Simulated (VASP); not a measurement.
# TePb (gw) (R-3m) in VASP: single point with PBEsol

Aim: the single point of TePb (gw) with PBEsol.

Program: VASP 6.6.1. These are calculated values, not measurements. Logs are shortened: lines on timing, memory, paths and dates and some standing lists are left out, and cuts for length are marked.

### 1 The cell of the first run

Symmetry: R-3m, No. 166, trigonal system. The conventional cell has a = 4.488 Å, b = 4.488 Å, c = 11.343 Å, α = 90.00°, β = 90.00°, γ = 120.00°. Pb (site symmetry -3m) has 6 Te at 3.21 Å within 4.2 Å. Within 4.2 Å of Te (site symmetry -3m) lie 6 Pb at 3.21 Å.

### 2 Single point, PBEsol

Input file INCAR:

```
SYSTEM = TePb
ALGO = Normal ; EDIFF = 1E-6
ENCUT = 500 ; GGA = PS
GGA_COMPAT = .FALSE. ; ISIF = 2
ISMEAR = 0 ; LASPH = .TRUE.
LCHARG = .TRUE. ; LELF = .TRUE.
LREAL = .FALSE. ; LVHAR = .TRUE.
LWAVE = .FALSE. ; NBANDS = 17
NELM = 120 ; PREC = Accurate
SIGMA = 0.01
```

Input file KPOINTS:

```
k-points
0
G
  3 3 3
  0 0 0
```

Input file POSCAR:

```
TePb
1.0
    0.0672254296      3.2408331728      3.2408331728
    3.2408331728      0.0672254296      3.2408331728
    3.2408331728      3.2408331728      0.0672254296
Pb Te
1 1
Direct
    0.0000000000      0.0000000000      0.0000000000
    0.5000000000      0.5000000000      0.5000000000
```

Potentials or basis: VASP PAW PBE potentials, release 64 (Pb_d, Te).

Command:

```
$ cat potpaw_PBE.64/Pb_d/POTCAR potpaw_PBE.64/Te/POTCAR > POTCAR
$ mpirun -np 1 vasp_std > vasp.out
```

OUTCAR:

```text
SYSTEM = TePb
   EDIFF = 1E-6
   ENCUT = 500
   GGA = PS
   ISIF = 2
   ISMEAR = 0
   LASPH = .TRUE.
   LREAL = .FALSE.
   NELM = 120
   PREC = Accurate

 ion  position               nearest neighbor table
   1  0.000  0.000  0.000-   2 3.21   2 3.21   2 3.21   2 3.21   2 3.21   2 3.21
   2  0.500  0.500  0.500-   1 3.21   1 3.21   1 3.21   1 3.21   1 3.21   1 3.21

  LATTYP: Found a trigonal (rhomboedric) cell.
 ALAT       =     4.5837232209
 COS(alpha) =     0.5206312459

  Lattice vectors:

 A1 = (   0.0672254296,   3.2408331728,   3.2408331728)
 A2 = (   3.2408331728,   0.0672254296,   3.2408331728)
 A3 = (   3.2408331728,   3.2408331728,   0.0672254296)

Analysis of symmetry for initial positions (statically):
=====================================================================
 Subroutine PRICEL returns:
 Original cell was already a primitive cell.

 Routine SETGRP: Setting up the symmetry group for a
 trigonal (rhombohedral) supercell.

 Subroutine GETGRP returns: Found 12 space group operations
 (whereof 12 operations were pure point group operations)
 out of a pool of 12 trial point group operations.

The static configuration has the point symmetry D_3d.

Analysis of symmetry for dynamics (positions and initial velocities):
=====================================================================
 Subroutine PRICEL returns:
 Original cell was already a primitive cell.

 Routine SETGRP: Setting up the symmetry group for a
 trigonal (rhombohedral) supercell.

 Subroutine GETGRP returns: Found 12 space group operations
 (whereof 12 operations were pure point group operations)
 out of a pool of 12 trial point group operations.

The dynamic configuration has the point symmetry D_3d.

 Subroutine INISYM returns: Found 12 space group operations
 (whereof 12 operations are pure point group operations),
 and found     1 'primitive' translations

----------------------------------------------------------------------------------------

                                     Primitive cell

  volume of cell :      65.9590

  direct lattice vectors                    reciprocal lattice vectors
     0.067225430  3.240833173  3.240833173    -0.159166671  0.155932131  0.155932131
     3.240833173  0.067225430  3.240833173     0.155932131 -0.159166671  0.155932131
     3.240833173  3.240833173  0.067225430     0.155932131  0.155932131 -0.159166671

  length of vectors
     4.583723221  4.583723221  4.583723221     0.271962660  0.271962660  0.271962660

  position of ions in fractional coordinates (direct lattice)
     0.000000000  0.000000000  0.000000000
     0.500000000  0.500000000  0.500000000

  ion indices of the primitive-cell ions
   primitive index   ion index
                 1           1
                 2           2

----------------------------------------------------------------------------------------

 KPOINTS: k-points

Automatic generation of k-mesh.
 Grid dimensions read from file:
 generate k-points for:    3    3    3

 Generating k-lattice:

  Cartesian coordinates                     Fractional coordinates (reciprocal lattice)
    -0.053055557  0.051977377  0.051977377     0.333333333  0.000000000 -0.000000000
     0.051977377 -0.053055557  0.051977377     0.000000000  0.333333333 -0.000000000
     0.051977377  0.051977377 -0.053055557     0.000000000  0.000000000  0.333333333

  Length of vectors
     0.090654220  0.090654220  0.090654220

  Shift w.r.t. Gamma in fractional coordinates (k-lattice)
     0.000000000  0.000000000  0.000000000

 Subroutine IBZKPT returns following result:
 ===========================================

 Found      6 irreducible k-points:

 Following reciprocal coordinates:
            Coordinates               Weight
  0.000000  0.000000  0.000000      1.000000
  0.333333  0.000000  0.000000      6.000000
  0.333333  0.333333  0.000000      6.000000
 -0.333333  0.333333  0.000000      6.000000
  0.333333  0.333333  0.333333      2.000000
 -0.333333  0.333333  0.333333      6.000000
   k-points           NKPTS =      6   k-points in BZ     NKDIM =      6   number of bands    NBANDS=     17
   number of dos      NEDOS =    301   number of ions     NIONS =      2
   total plane-waves  NPLWV =  46656
   dimension x,y,z NGX =    36 NGY =   36 NGZ =   36
   dimension x,y,z NGXF=    72 NGYF=   72 NGZF=   72
   ions per type =               1   1
   NGX,Y,Z   is equivalent  to a cutoff of  13.06, 13.06, 13.06 a.u.
   NGXF,Y,Z  is equivalent  to a cutoff of  26.11, 26.11, 26.11 a.u.
 SYSTEM =  TePb
   PREC   = accura    normal or accurate (medium, high low for compatibility)
   ISTART =      0    job   : 0-new  1-cont  2-samecut
   ICHARG =      2    charge: 1-file 2-atom 10-const
   ISPIN  =      1    spin polarized calculation?
   LNONCOLLINEAR =      F non collinear calculations
   LSORBIT =      F    spin-orbit coupling
   LASPH  =      T    aspherical Exc in radial PAW
   ENCUT  =  500.0 eV  36.75 Ry    6.06 a.u.   8.36  8.36  8.36*2*pi/ulx,y,z
   NELM   =    120;   NELMIN=  2; NELMDL= -5     # of ELM steps
   EDIFF  = 0.1E-05   stopping-criterion for ELM
   LREAL  =      F    real-space projection
   EDIFFG = 0.1E-04   stopping-criterion for IOM
   NSW    =      0    number of steps for IOM
   IBRION =     -1    ionic relax: 0-MD 1-quasi-New 2-CG
   NFREE  =      0    steps in history (QN), initial steepest desc. (CG)
   ISIF   =      2    stress and relaxation
   ISYM   =      2    0-nonsym 1-usesym 2-fastsym
   POTIM  = 0.5000    time-step for ionic-motion
   TEBEG  =    0.0;   TEEND  =   0.0 temperature during run
   PSTRESS=    0.0 pullay stress
   NELECT =      20.0000    total number of electrons
   NUPDOWN=      -1.0000    fix difference up-down
   EMIN   =  10.00;   EMAX   =-10.00  energy-range for DOS
   EFERMI =   0.00;   METHOD = LEGACY
   ISMEAR =     0;   SIGMA  =   0.01  broadening in eV -4-tet -1-fermi 0-gaus
   EFERMI_NEDOS =   21; number of points for ismear=-14 and -15
   IALGO  =     38    algorithm
   IMIX   =      4    mixing-type and parameters
     AMIX     =   0.40;   BMIX     =  1.00
     AMIX_MAG =   1.60;   BMIX_MAG =  1.00
  volume/ion in A,a.u.               =      32.98       222.56
  Fermi-wavevector in a.u.,A,eV,Ry     =   1.099833  2.078383 16.458050  1.209633
  Thomas-Fermi vector in A             =   2.236234
   LORBIT       =      0    0 simple, 1 ext, 2 COOP (PROOUT), +10 PAW based schemes
   GGA     = PS    functional components
   LHFCALC =     F    Hartree Fock is set to
   AEXX    =    0.0000 exact exchange contribution
   IVDW    =     0    specifies the selected vdW correction
   LEPSILON=     F    determine dielectric tensor
   LRPA    =     F    only Hartree local field effects (RPA)
 non-spin polarized calculation
 Gauss-broadening in eV      SIGMA  =   0.01
  energy-cutoff  :      500.00
  volume of cell :       65.96
 maximum number of plane-waves:      1687
 NGX is ok and might be reduce to    36
   NGX = 17   NGY = 17   NGZ = 17

 number of electron      19.9999999 magnetization

 Free energy of the ion-electron system (eV)
  ---------------------------------------------------
  ext. energy  EPLUGINS =         0.00000000
  ---------------------------------------------------
  free energy    TOTEN  =        -8.30438417 eV

  energy without entropy =       -8.30438417  energy(sigma->0) =       -8.30438417

 E-fermi :   5.4966     XC(G=0):  -9.5723

 val. band max:        5.4197395039   @ k =   0.3333   0.3333   0.3333
 cond. band min:       7.0617869474   @ k =   0.3333   0.0000   0.0000
 fundamental gap:      1.6420474435
 Fermi energy:         5.4966239983

 k-point     1 :       0.0000    0.0000    0.0000
  band No.  band energies     occupation
      1     -10.9074      2.00000
      2     -10.9074      2.00000
      3     -10.8936      2.00000
      4     -10.8936      2.00000
      5     -10.8928      2.00000
      6      -6.4721      2.00000
[... 9 lines left out ...]
     16      11.5868      0.00000
     17      12.9197      0.00000

 k-point     2 :       0.3333    0.0000    0.0000
  band No.  band energies     occupation
      1     -10.9212      2.00000
      2     -10.9164      2.00000
      3     -10.8929      2.00000
      4     -10.8804      2.00000
      5     -10.8780      2.00000
      6      -5.5469      2.00000
[... 9 lines left out ...]
     16      13.5694      0.00000
     17      16.8084      0.00000

 k-point     3 :       0.3333    0.3333    0.0000
  band No.  band energies     occupation
      1     -10.9562      2.00000
      2     -10.9026      2.00000
      3     -10.8971      2.00000
      4     -10.8735      2.00000
      5     -10.8710      2.00000
      6      -5.2939      2.00000
[... 9 lines left out ...]
     16      14.9101      0.00000
     17      15.5358      0.00000

 k-point     4 :      -0.3333    0.3333    0.0000
  band No.  band energies     occupation
      1     -10.9484      2.00000
      2     -10.9120      2.00000
      3     -10.8885      2.00000
      4     -10.8793      2.00000
      5     -10.8700      2.00000
      6      -4.6420      2.00000
[... 9 lines left out ...]
     16      14.0103      0.00000
     17      16.1639      0.00000

 k-point     5 :       0.3333    0.3333    0.3333
  band No.  band energies     occupation
      1     -10.9198      2.00000
      2     -10.9198      2.00000
      3     -10.8898      2.00000
      4     -10.8805      2.00000
      5     -10.8805      2.00000
      6      -5.5874      2.00000
[... 9 lines left out ...]
     16      13.3783      0.00000
     17      16.5897      0.00000

 k-point     6 :      -0.3333    0.3333    0.3333
  band No.  band energies     occupation
      1     -10.9504      2.00000
      2     -10.9100      2.00000
      3     -10.8904      2.00000
      4     -10.8754      2.00000
      5     -10.8728      2.00000
      6      -4.6704      2.00000
[... 9 lines left out ...]
     16      14.1303      0.00000
     17      16.0784      0.00000

------------------------ aborting loop because EDIFF is reached ----------------------------------------

  FORCE on cell =-STRESS in cart. coord.  units (eV):
  Direction    XX          YY          ZZ          XY          YZ          ZX
  --------------------------------------------------------------------------------------
  -------------------------------------------------------------------------------------
  Total        0.2171125      0.2171125      0.2171125     -0.1307633     -0.1307633     -0.1307633
  in kB        5.2737691      5.2737691      5.2737691     -3.1763037     -3.1763037     -3.1763037
  external PRESSURE =       5.2737691 kB  Pullay stress =       0.0000000 kB

 VOLUME and BASIS-vectors are now :
 -----------------------------------------------------------------------------
  energy-cutoff  :      500.00
  volume of cell :       65.96
      direct lattice vectors                 reciprocal lattice vectors
     0.067225430  3.240833173  3.240833173    -0.159166671  0.155932131  0.155932131
     3.240833173  0.067225430  3.240833173     0.155932131 -0.159166671  0.155932131
     3.240833173  3.240833173  0.067225430     0.155932131  0.155932131 -0.159166671

 POSITION                                       TOTAL-FORCE (eV/Angst)
 -----------------------------------------------------------------------------------
      0.00000      0.00000      0.00000        -0.000000      0.000000      0.000000
      3.27445      3.27445      3.27445         0.000000     -0.000000     -0.000000
 -----------------------------------------------------------------------------------
    total drift:                               -0.000000      0.000000      0.000000

  FREE ENERGIE OF THE ION-ELECTRON SYSTEM (eV)
  ---------------------------------------------------
  free  energy   TOTEN  =        -8.3043841735 eV

  energy  without entropy=       -8.3043841735  energy(sigma->0) =       -8.30438417
```

Run time: 24 s. Hardware: 1 thread of Intel Xeon 8259CL, shared host; peak memory 0.2 GiB.

Results:

```
Free energy            : -8.3044 eV
Pressure               : 0.5 GPa
Band gap on the k mesh : 1.64 eV, indirect (least direct gap 1.74 eV)
```

Stress tensor (GPa, compression positive):
```
 0.53 -0.32 -0.32
-0.32  0.53 -0.32
-0.32 -0.32  0.53
```

Caveat: the k points lie up to 0.57 Å⁻¹ apart; the PAW data sets were made with another functional, which shifts forces and pressure a little; spin-orbit coupling is left out, which moves the levels of the heavy elements.
